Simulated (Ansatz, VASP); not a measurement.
One calculation of Nb, two programs

```
Nb
1.0
     0.00000    2.22075    2.00925
     2.22075    0.00000    2.00925
     2.22075    2.22075    0.00000
Nb
1
Direct
  0.00000 0.00000 0.00000
```

Change from the starting cell: strain +0.050 along x and y, -0.050 along z, atoms carried along.

Alike in both runs: task single point; functional r2SCAN; k mesh 20 × 20 × 20; occupations gaussian, width 0.15 eV; no spin polarisation.

|  | VASP | Ansatz |
| --- | --- | --- |
| version | VASP 6.6.1 | Ansatz 0.2.0 |
| potentials or method | VASP PAW PBE potentials, release 64 (Nb_sv), cutoff 520 eV | scalar-relativistic, plane waves, PAW |
| valence electrons in the cell | 13 | 13 |

```tsv
	VASP	Ansatz	Ansatz less VASP
gap on the k mesh at the Fermi level (eV)	none	none	-
pressure (GPa)	-10.6	-10.4	+0.19
traceless stress, the component that is largest in VASP (GPa)	-10.22	-10.25	-0.040
```

VASP's potentials were made for PBE, not for r2SCAN. A gap of «none» marks a metal or a gap that the smearing closes.
